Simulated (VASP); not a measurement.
Here is a VASP 6.6.1 calculation.

Contents of INCAR:

```
SYSTEM = SiC
ALGO = Normal ; EDIFF = 1E-8
ENCUT = 520 ; GGA = PS
IBRION = 8 ; ISIF = 2
ISMEAR = 0 ; LASPH = .True.
LCHARG = .False. ; LREAL = .False.
LWAVE = .False. ; NELM = 60
NSW = 1 ; PREC = Accurate
SIGMA = 0.01
```

KPOINTS

```
k-points
0
Gamma
  10 10 10
  0 0 0
```

Contents of POSCAR:

```
SiC
1.0
    2.1568754721      2.1568754721      0.0000000000
   -2.1568754721      2.1568754721      0.0000000000
    0.0000000000      2.1568754721      2.1568754721
Si C
1 1
Direct
    0.0000000000      0.0000000000      0.0000000000
    0.7500000000      0.2500000000      0.5000000000
```

Potentials or basis: VASP PAW PBE potentials, release 64 (Si, C).

Command:

```console
$ cat potpaw_PBE.64/Si/POTCAR potpaw_PBE.64/C/POTCAR > POTCAR
$ mpirun -np 1 vasp_std > vasp.out
```

(1) Estimate the highest phonon frequency at Γ, LO-TO splitting left out.

## Answers

(1) 815 cm⁻¹.

Caveat: the cell stands under pressure or tension, which shifts response properties.
